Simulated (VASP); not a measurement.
# PtSe2 in VASP: single point with PBE+D3(BJ)

Aim: the single point of PtSe2 with PBE+D3(BJ).

All numbers are computed with VASP 6.6.1; they aren't measurements. Logs are shortened: lines on timing, memory, paths and dates and some standing lists are left out, and cuts for length are marked.

## (1) The cell of the first run

The cell holds a slab with vacuum, 6 atoms: a = 3.707 Å, b = 3.707 Å, c = 22.798 Å, α = 90.00°, β = 90.00°, γ = 120.00°.

## (2) Single point, PBE+D3(BJ) (layers slid over each other, then relaxed in part)

Contents of INCAR:

```
SYSTEM = PtSe2
  ALGO = Normal
  DIPOL = 0.5 0.5 0.382
  EDIFF = 1E-6
  ENCUT = 520
  GGA = PE
  IDIPOL = 3
  ISIF = 2
  ISMEAR = 0
  IVDW = 12
  LASPH = .True.
  LCHARG = .True.
  LDIPOL = .True.
  LELF = .True.
  LREAL = .False.
  LVACPOTAV = .True.
  LVHAR = .True.
  LWAVE = .False.
  NBANDS = 31
  NELM = 100
  PREC = Accurate
  SIGMA = 0.05
```

Contents of KPOINTS:

```
k-points
0
Gamma
  9 9 1
  0 0 0
```

Contents of POSCAR:

```
PtSe2
1.0
    3.7070359042      0.0000000000      0.0000000000
   -1.8535179521      3.2103872658      0.0000000000
    0.0000000000      0.0000000000     22.7981610971
Se Pt
4 2
Direct
    0.6666666667      0.3333333333      0.1973843408
    0.3333333333      0.6666666667      0.3134293760
    0.3333333333      1.0000000000      0.4498344597
    0.6666666667      0.6666666667      0.5658791557
    0.0000000000      0.0000000000      0.2556231430
    1.0000000000      1.3333333333      0.5076405939
```

Potentials or basis: VASP PAW PBE potentials, release 64 (Se, Pt).

The run is started by

```console
$ cat potpaw_PBE.64/Se/POTCAR potpaw_PBE.64/Pt/POTCAR > POTCAR
$ mpirun -np 1 vasp_std > vasp.out
```

OUTCAR:

```text
SYSTEM = PtSe2
   EDIFF = 1E-6
   ENCUT = 520
   GGA = PE
   ISIF = 2
   ISMEAR = 0
   IVDW = 12
   LASPH = .True.
   LREAL = .False.
   NELM = 100
   PREC = Accurate
 IVDW          = 12

 ion  position               nearest neighbor table
   1  0.667  0.333  0.197-   5 2.52   5 2.52   5 2.52
   2  0.333  0.667  0.313-   5 2.51   5 2.51   5 2.51
   3  0.333  0.000  0.450-   6 2.51   6 2.51   6 2.51
   4  0.667  0.667  0.566-   6 2.52   6 2.52   6 2.52
   5  0.000  0.000  0.256-   2 2.51   2 2.51   2 2.51   1 2.52   1 2.52   1 2.52
   6  0.000  0.333  0.508-   3 2.51   3 2.51   3 2.51   4 2.52   4 2.52   4 2.52

  LATTYP: Found a hexagonal cell.
 ALAT       =     3.7070359042
 C/A-ratio  =     6.1499704039

  Lattice vectors:

 A1 = (   3.7070359042,   0.0000000000,   0.0000000000)
 A2 = (  -1.8535179521,   3.2103872658,   0.0000000000)
 A3 = (   0.0000000000,   0.0000000000,  22.7981610971)

Analysis of symmetry for initial positions (statically):
=====================================================================
 Subroutine PRICEL returns:
 Original cell was already a primitive cell.

 Routine SETGRP: Setting up the symmetry group for a
 hexagonal supercell.

 Subroutine GETGRP returns: Found  2 space group operations
 (whereof  1 operations were pure point group operations)
 out of a pool of 24 trial point group operations.

The static configuration has the point symmetry C_1 .
 The point group associated with its full space group is C_2 .

Analysis of symmetry for dynamics (positions and initial velocities):
=====================================================================
 Subroutine PRICEL returns:
 Original cell was already a primitive cell.

 Routine SETGRP: Setting up the symmetry group for a
 hexagonal supercell.

 Subroutine GETGRP returns: Found  2 space group operations
 (whereof  1 operations were pure point group operations)
 out of a pool of 24 trial point group operations.

The dynamic configuration has the point symmetry C_1 .
 The point group associated with its full space group is C_2 .

 Subroutine INISYM returns: Found  2 space group operations
 (whereof  1 operations are pure point group operations),
 and found     1 'primitive' translations

----------------------------------------------------------------------------------------

                                     Primitive cell

  volume of cell :     271.3214

  direct lattice vectors                    reciprocal lattice vectors
     3.707035904  0.000000000  0.000000000     0.269757301  0.155744450  0.000000000
    -1.853517952  3.210387266  0.000000000     0.000000000  0.311488901  0.000000000
     0.000000000  0.000000000 22.798161097     0.000000000  0.000000000  0.043863187

  length of vectors
     3.707035904  3.707035904 22.798161097     0.311488901  0.311488901  0.043863187

  position of ions in fractional coordinates (direct lattice)
     0.666666667  0.333333333  0.197384341
     0.333333333  0.666666667  0.313429376
     0.333333333  0.000000000  0.449834460
     0.666666667  0.666666667  0.565879156
     0.000000000  0.000000000  0.255623143
     0.000000000  0.333333333  0.507640594

  ion indices of the primitive-cell ions
   primitive index   ion index
                 1           1
                 2           2
                 3           3
                 4           4
                 5           5
                 6           6

----------------------------------------------------------------------------------------

 KPOINTS: k-points

Automatic generation of k-mesh.
 Grid dimensions read from file:
 generate k-points for:    9    9    1

 Generating k-lattice:

  Cartesian coordinates                     Fractional coordinates (reciprocal lattice)
     0.029973033  0.017304939  0.000000000     0.111111111  0.000000000  0.000000000
     0.000000000  0.034609878  0.000000000     0.000000000  0.111111111  0.000000000
     0.000000000  0.000000000  0.043863187     0.000000000  0.000000000  1.000000000

  Length of vectors
     0.034609878  0.034609878  0.043863187

  Shift w.r.t. Gamma in fractional coordinates (k-lattice)
     0.000000000  0.000000000  0.000000000

 Subroutine IBZKPT returns following result:
 ===========================================

 Found     25 irreducible k-points:

 Following reciprocal coordinates:
            Coordinates               Weight
  0.000000  0.000000  0.000000      1.000000
  0.111111  0.000000  0.000000      2.000000
  0.000000  0.111111  0.000000      4.000000
  0.222222  0.000000  0.000000      2.000000
  0.000000  0.222222  0.000000      4.000000
  0.333333  0.000000  0.000000      2.000000
[... 16 lines left out ...]
 -0.222222 -0.444444  0.000000      4.000000
  0.444444  0.333333  0.000000      4.000000
   k-points           NKPTS =     25   k-points in BZ     NKDIM =     25   number of bands    NBANDS=     31
   number of dos      NEDOS =    301   number of ions     NIONS =      6
   total plane-waves  NPLWV = 141120
   dimension x,y,z NGX =    28 NGY =   28 NGZ =  180
   dimension x,y,z NGXF=    56 NGYF=   56 NGZF=  360
   ions per type =               4   2
   NGX,Y,Z   is equivalent  to a cutoff of  12.56, 12.56, 13.13 a.u.
   NGXF,Y,Z  is equivalent  to a cutoff of  25.11, 25.11, 26.25 a.u.
 SYSTEM =  PtSe2
   PREC   = accura    normal or accurate (medium, high low for compatibility)
   ISTART =      0    job   : 0-new  1-cont  2-samecut
   ICHARG =      2    charge: 1-file 2-atom 10-const
   ISPIN  =      1    spin polarized calculation?
   LNONCOLLINEAR =      F non collinear calculations
   LSORBIT =      F    spin-orbit coupling
   LASPH  =      T    aspherical Exc in radial PAW
   ENCUT  =  520.0 eV  38.22 Ry    6.18 a.u.   6.89  6.89 42.39*2*pi/ulx,y,z
   NELM   =    100;   NELMIN=  2; NELMDL= -5     # of ELM steps
   EDIFF  = 0.1E-05   stopping-criterion for ELM
   LREAL  =      F    real-space projection
   EDIFFG = 0.1E-04   stopping-criterion for IOM
   NSW    =      0    number of steps for IOM
   IBRION =     -1    ionic relax: 0-MD 1-quasi-New 2-CG
   NFREE  =      0    steps in history (QN), initial steepest desc. (CG)
   ISIF   =      2    stress and relaxation
   ISYM   =      2    0-nonsym 1-usesym 2-fastsym
   POTIM  = 0.5000    time-step for ionic-motion
   TEBEG  =    0.0;   TEEND  =   0.0 temperature during run
   PSTRESS=    0.0 pullay stress
   NELECT =      44.0000    total number of electrons
   NUPDOWN=      -1.0000    fix difference up-down
   EMIN   =  10.00;   EMAX   =-10.00  energy-range for DOS
   EFERMI =   0.00;   METHOD = LEGACY
   ISMEAR =     0;   SIGMA  =   0.05  broadening in eV -4-tet -1-fermi 0-gaus
   EFERMI_NEDOS =   21; number of points for ismear=-14 and -15
   IALGO  =     38    algorithm
   IMIX   =      4    mixing-type and parameters
     AMIX     =   0.40;   BMIX     =  1.00
     AMIX_MAG =   1.60;   BMIX_MAG =  1.00
  volume/ion in A,a.u.               =      45.22       305.16
  Fermi-wavevector in a.u.,A,eV,Ry     =   0.892752  1.687057 10.843937  0.797007
  Thomas-Fermi vector in A             =   2.014742
   LORBIT       =      0    0 simple, 1 ext, 2 COOP (PROOUT), +10 PAW based schemes
   GGA     = PE    functional components
   LHFCALC =     F    Hartree Fock is set to
   AEXX    =    0.0000 exact exchange contribution
   IVDW    =    12    specifies the selected vdW correction
   LEPSILON=     F    determine dielectric tensor
   LRPA    =     F    only Hartree local field effects (RPA)
 non-spin polarized calculation
 Gauss-broadening in eV      SIGMA  =   0.05
  energy-cutoff  :      520.00
  volume of cell :      271.32
 maximum number of plane-waves:      7334
   NGX = 13   NGY = 13   NGZ = 85

 dipolmoment           0.000000      0.000000     -0.000003 electrons x Angstroem

 number of electron      44.0000001 magnetization

 dipolmoment           0.000000      0.000000      0.000022 electrons x Angstroem

 Free energy of the ion-electron system (eV)
  ---------------------------------------------------
  ext. energy  EPLUGINS =         0.00000000
  ---------------------------------------------------
  free energy    TOTEN  =       -28.50961280 eV

  energy without entropy =      -28.50961280  energy(sigma->0) =      -28.50961280

 E-fermi :   0.0884     XC(G=0):  -5.4498

 val. band max:       -0.1767765571   @ k =   0.1111   0.0000   0.0000
 cond. band min:       0.4713260200   @ k =   0.2222   0.0000   0.0000
 fundamental gap:      0.6481025771
 Fermi energy:         0.0883646701

 k-point     1 :       0.0000    0.0000    0.0000
  band No.  band energies     occupation
      1     -14.8222      2.00000
      2     -14.6968      2.00000
      3     -13.0994      2.00000
      4     -12.8744      2.00000
      5      -6.1554      2.00000
      6      -5.7948      2.00000
[... 23 lines left out ...]
     30       4.8634      0.00000
     31       4.9551      0.00000

 k-point     2 :       0.1111    0.0000    0.0000
  band No.  band energies     occupation
      1     -14.6910      2.00000
      2     -14.5638      2.00000
      3     -13.0989      2.00000
      4     -12.8857      2.00000
      5      -6.0593      2.00000
      6      -5.8044      2.00000
[... 23 lines left out ...]
     30       5.5122      0.00000
     31       5.5755      0.00000

 k-point     3 :       0.0000    0.1111    0.0000
  band No.  band energies     occupation
      1     -14.6900      2.00000
      2     -14.5645      2.00000
      3     -13.0972      2.00000
      4     -12.8874      2.00000
      5      -6.0610      2.00000
      6      -5.8095      2.00000
[... 703 lines left out ...]
     30       6.9907      0.00000
     31       7.3564      0.00000

 k-point    24 :       0.4444    0.3333    0.0000
  band No.  band energies     occupation
      1     -13.3065      2.00000
      2     -13.1551      2.00000
      3     -13.0821      2.00000
      4     -13.0297      2.00000
      5      -6.3417      2.00000
      6      -6.2795      2.00000
[... 23 lines left out ...]
     30       7.0829      0.00000
     31       7.4045      0.00000

 [... further k-points ...]

------------------------ aborting loop because EDIFF is reached ----------------------------------------

 Edisp (eV)   -2.14248

 E8    (eV) :    -0.9495

  FORCE on cell =-STRESS in cart. coord.  units (eV):
  Direction    XX          YY          ZZ          XY          YZ          ZX
  --------------------------------------------------------------------------------------
  -------------------------------------------------------------------------------------
  Total       0.08886     0.25256    -0.04588    -0.14177     0.46773    -0.27004
  in kB       0.52471     1.49141    -0.27093    -0.83718     2.76199    -1.59463
  external pressure =        0.58 kB  Pullay stress =        0.00 kB

 VOLUME and BASIS-vectors are now :
 -----------------------------------------------------------------------------
  energy-cutoff  :      520.00
  volume of cell :      271.32
      direct lattice vectors                 reciprocal lattice vectors
     3.707035904  0.000000000  0.000000000     0.269757301  0.155744450  0.000000000
    -1.853517952  3.210387266  0.000000000     0.000000000  0.311488901  0.000000000
     0.000000000  0.000000000 22.798161097     0.000000000  0.000000000  0.043863187

 POSITION                                       TOTAL-FORCE (eV/Angst)
 -----------------------------------------------------------------------------------
      1.85352      1.07013      4.50000         0.008847     -0.051022      0.000066
     -0.00000      2.14026      7.14561         0.062918     -0.122056      0.001301
      1.23568      0.00000     10.25540        -0.074245      0.115517     -0.001301
      1.23568      2.14026     12.90100        -0.039763      0.033173     -0.000066
      0.00000      0.00000      5.82774        -0.004642      0.056818     -0.000953
     -0.61784      1.07013     11.57327         0.046885     -0.032429      0.000953
 -----------------------------------------------------------------------------------
    total drift:                                0.000077      0.000046      0.002445

  FREE ENERGIE OF THE ION-ELECTRON SYSTEM (eV)
  ---------------------------------------------------
  free  energy   TOTEN  =       -30.6520958403 eV

  energy  without entropy=      -30.6520958403  energy(sigma->0) =      -30.65209584

 vacuum level on the upper side and lower side of the slab         4.989         4.989
```

Run time: 5.3 min. Hardware: 1 thread of Intel Xeon Platinum 8488C (Sapphire Rapids), shared host; peak memory 0.48 GiB.

What came out:

```
Free energy                : -30.6521 eV
Largest force              : 0.137 eV/Å
Band gap on the k mesh     : 0.65 eV (least direct gap 0.86 eV)
Dispersion energy per atom : -0.357 eV
```

Forces on the atoms (eV/Å):
```
Se   0.009 -0.051  0.000
Se   0.063 -0.122  0.001
Se  -0.074  0.116 -0.001
Se  -0.040  0.033  0.000
Pt  -0.005  0.057 -0.001
Pt   0.047 -0.032  0.001
```

Caveat: the cell differs from its parent crystal (layers slid over each other, then relaxed in part); spin-orbit coupling is left out, which moves the levels of the heavy elements.
